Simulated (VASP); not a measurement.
BN: single point with r2SCAN

The system is BN.

```
B N
1.0
     0.00000    1.88568    1.76935
     1.88568    0.00000    1.76935
     1.88568    1.88568    0.00000
B N
1 1
Direct
  0.00000 0.00000 0.00000
  0.25000 0.25000 0.25000
```

This cell differs from its parent crystal: epitaxial xy strain +4.5%.

- Program: VASP 6.6.1
- Task: single point
- Functional: r2SCAN
- Potentials or basis: VASP PAW PBE potentials, release 64 (B, N)
- Cutoff: 520 eV
- k mesh: 12 × 12 × 12
- Occupations: gaussian, width 0.01 eV
- Spin: no spin polarisation
- Dipole correction: no
- Further INCAR settings: ALGO = Normal; EDIFF = 1e-06; NBANDS = 11

```yaml
Pressure: -22.6 GPa
Band_gap_on_the_k_mesh: 3.87 eV, indirect (least direct gap 8.59 eV)
```

Stress tensor (GPa, compression positive):
```
-34.31   0.00   0.00
  0.00 -34.31   0.00
  0.00   0.00   0.83
```

Levels at points of the mesh, in eV from the valence-band top:
```csv
k point,band 1,band 2,band 3,band 4,band 5,band 6,band 7,band 8,band 9
"(0.00, 0.00, 0.00)",-20.94,-0.55,-0.55,0.00,8.59,9.03,9.03,9.60,24.56
"(0.50, 0.00, 0.00)",-16.93,-10.86,-2.71,-1.81,9.01,10.40,11.62,15.37,23.46
"(0.50, 0.50, 0.00)",-15.16,-8.66,-5.69,-5.69,3.87,8.07,17.96,17.96,21.53
"(0.50, 0.00, 0.50)",-15.83,-9.57,-4.86,-4.82,4.90,9.60,17.26,18.10,20.22
```

Wall time 110 s on 1 thread of Intel Xeon 8259CL, on a shared host, peak memory 0.14 GiB.

Caveat: the cell differs from its parent crystal (epitaxial xy strain +4.5%); the PAW data sets were made with another functional, which shifts forces and pressure a little. A k mesh can miss the band edges.
